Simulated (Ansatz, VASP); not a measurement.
## Bi: VASP beside Ansatz

```
Bi
1.0
     0.00000    2.55588    2.55588
     2.55588    0.00000    2.55588
     2.55588    2.55588    0.00000
Bi
1
Cartesian
  0.0000 0.0000 0.0000
```

Change from the starting cell: volume scaled by 1.05, crystal datasets.

Alike in both runs: task electric field gradients; functional PBE; k mesh 16 × 16 × 16; occupations fermi-dirac, width 0.05 eV; no spin polarisation.

```csv
,VASP,Ansatz
version,VASP 6.6.1,Ansatz 0.2.0
potentials or method,"VASP PAW PBE potentials, release 64 (Bi_d), cutoff 400 eV","all-electron PAW with datasets made for the crystal, scalar-relativistic"
```

```tsv
	VASP	Ansatz	Ansatz less VASP
pressure (GPa)	-2.4	-2.2	+0.12
```

Ansatz ran all-electron here, and VASP with PAW potentials.

Spin-orbit coupling is off throughout.
